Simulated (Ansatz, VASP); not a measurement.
## Rh in VASP and in Ansatz

File INCAR:

```
SYSTEM = Rh
PREC = Accurate
ENCUT = 520
EDIFF = 1E-7
ISMEAR = -1
SIGMA = 0.1
LREAL = .FALSE.
LASPH = .TRUE.
NELM = 100
ALGO = Normal
ISIF = 2
LWAVE = .FALSE.
LCHARG = .FALSE.
GGA = PE
NBANDS = 22
```

Contents of KPOINTS:

```
regular mesh
0
G
  11 11 11
  0 0 0
```

The input POSCAR:

```
Rh
1.0
    0.0000000000      2.8302647801      2.8302647801
    2.8302647801      0.0000000000      2.8302647801
    2.8302647801      2.8302647801      0.0000000000
Rh
2
Direct
    0.1250000000      0.1250000000      0.1250000000
    0.8750000000      0.8750000000      0.8750000000
```

Input for Ansatz:

```yaml
crystal:
  lattice:
    - [0.0, 2.8302647801, 2.8302647801]
    - [2.8302647801, 0.0, 2.8302647801]
    - [2.8302647801, 2.8302647801, 0.0]
  atoms:
    - { symbol: Rh, position: [0.125, 0.125, 0.125] }
    - { symbol: Rh, position: [0.875, 0.875, 0.875] }
hamiltonian:
  xc: pbe
  pseudopotentials:
    kind: paw
    azcp:
      Rh: "pseudopotentials/Rh.paw.azcp"
basis:
  ecutwfc: 420
  fft_grid_basis: typed
kpoints:
  mp_grid: { grid: [11, 11, 11], shift: [0, 0, 0] }
magnetization:
  spin_polarized: false
scf:
  occupations: { method: fermi_dirac, width: 0.1 }
  lower_state_search: "off"
output:
  stress: true
```

Alike in both runs: task single point; functional PBE; k mesh 11 × 11 × 11; occupations fermi-dirac, width 0.1 eV; no spin polarisation.

|  | VASP | Ansatz |
| --- | --- | --- |
| version | VASP 6.6.1 | Ansatz 0.2.0 |
| potentials or method | VASP PAW PBE potentials, release 64 (Rh_pv), cutoff 520 eV | plane waves (420 eV) with PAW, scalar-relativistic |
| valence electrons in the cell | 30 | 34 |

```csv
,VASP,Ansatz,Ansatz less VASP
pressure (GPa),-8.0,-8.1,-0.09
```

With one functional, cell and mesh, what is left measures potentials, basis and numerics. VASP's potentials hold 30 valence electrons a cell and Ansatz's 34, so a difference there can come from the potentials and not from the codes.
